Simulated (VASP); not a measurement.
Crystal: C.

```
C
1.0
     2.47061    0.00000    0.00000
    -1.23531    2.13961    0.00000
     0.00000    0.00000    8.06895
C
8
Direct
  0.66667 0.33333 0.84375
  0.33333 0.66667 0.34375
  0.66667 0.33333 0.65625
  0.33333 0.66667 0.15625
  0.00000 0.00000 0.90625
  0.00000 0.00000 0.40625
  0.00000 0.00000 0.59375
  0.00000 0.00000 0.09375
```

This cell differs from its parent crystal: volume scaled by 0.94.

Base run:

| Item | Value |
| --- | --- |
| Program | VASP 6.6.1 |
| Functional | PBEsol |
| Potentials or basis | VASP PAW PBE potentials, release 64 (C) |
| Cutoff | 520 eV |
| k mesh | 12 × 12 × 4 |
| Occupations | fermi-dirac, width 0.05 eV |
| Spin | no spin polarisation |

Its results: band gap on the k mesh 4.42 eV, indirect (least direct gap 5.26 eV); pressure 27.2 GPa; largest force 0.372 eV/Å.

**Question.** After a change of settings the same cell gave: band gap on the k mesh 4.56 eV, indirect (least direct gap 5.31 eV); pressure 33.8 GPa; largest force 0.370 eV/Å. Which change was it?
A. functional from PBEsol to revPBE; dispersion from none to D4
B. functional from PBEsol to PBE
C. functional from PBEsol to r2SCAN; dispersion from none to rVV10
D. functional from PBEsol to LDA; potentials or basis from VASP PAW PBE potentials, release 64 (C) to VASP PAW LDA potentials, release 64 (C)

**Answer.** B.

PBE binds less tightly than PBEsol, so the same cell stands under more pressure.

Caveats: the PAW data sets were made with another functional, which shifts forces and pressure a little (some runs).
